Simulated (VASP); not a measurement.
# CuI: electric field gradients with PBE

CuI:

```
Cu I
1.0
     0.00000    3.07139    3.07139
     3.07139    0.00000    3.07139
     3.07139    3.07139    0.00000
Cu I
1 1
Cartesian
  4.6071 4.6071 4.6071
  0.0000 0.0000 0.0000
```

```
Program                : VASP 6.6.1
Task                   : electric field gradients
Functional             : PBE
Potentials or basis    : VASP PAW PBE potentials, release 64 (Cu, I)
Cutoff                 : 520 eV
k mesh                 : 9 × 9 × 9
Occupations            : fermi-dirac, width 0.03 eV
Spin                   : no spin polarisation
Dipole correction      : no
Further INCAR settings : ALGO = Normal; EDIFF = 1e-08; NBANDS = 16
```

```yaml
Pressure: -1.1 GPa
Band_gap_on_the_k_mesh: 1.04 eV
Largest_electric_field_gradient_by_atom: under 0.05 V/Å² on every atom
```

Levels at points of the mesh, in eV from the valence-band top:
| k point | band 7 | band 8 | band 9 | band 10 | band 11 | band 12 |
| --- | --- | --- | --- | --- | --- | --- |
| (0.00, 0.00, 0.00) | 0.00 | 0.00 | 0.00 | 1.04 | 4.91 | 4.91 |

Run time: 26 s on 1 thread of Intel(R) Xeon(R) Platinum 8375C CPU @ 2.90GHz (Ice Lake), with other jobs on the host, peak memory 0.19 GiB.

Caveat: spin-orbit coupling is left out, which moves the levels of the heavy elements.
